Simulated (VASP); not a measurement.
A run of VASP 6.6.1:

INCAR

```
  ALGO = Normal
  EDIFF = 1E-6
  ENCUT = 520
  ISIF = 2
  ISMEAR = 1
  LASPH = T
  LCHARG = F
  LREAL = F
  LWAVE = F
  NBANDS = 15
  NELM = 100
  PREC = Accurate
  SIGMA = 0.1
```

The input KPOINTS:

```
k-points
0
Gamma
  7 7 7
```

The input POSCAR:

```
KBr
1.0
    4.0434990000      0.0000000000      0.0000000000
    0.0000000000      4.0434990000      0.0000000000
    0.0000000000      0.0000000000      4.0434990000
Br K
1 1
Direct
    0.5000000000      0.5000000000      0.5000000000
    0.0000000000      0.0000000000      0.0000000000
```

Potentials or basis: VASP PAW LDA potentials, release 64 (Br, K_sv).

The run is started by

```bash
$ cat potpaw_LDA.64/Br/POTCAR potpaw_LDA.64/K_sv/POTCAR > POTCAR
$ mpirun -np 1 vasp_std > vasp.out
```

Hardware: 1 thread of Intel(R) Xeon(R) Platinum 8259CL CPU @ 2.50GHz (Skylake/Cascade Lake), with other jobs on the host.

Question: How long does it take, and how much memory?

Answer: Run time: 12 s on 1 thread of Intel(R) Xeon(R) Platinum 8259CL CPU @ 2.50GHz (Skylake/Cascade Lake) (shared host), peak memory 0.15 GiB. Counts: scf iterations 11, k points 20.
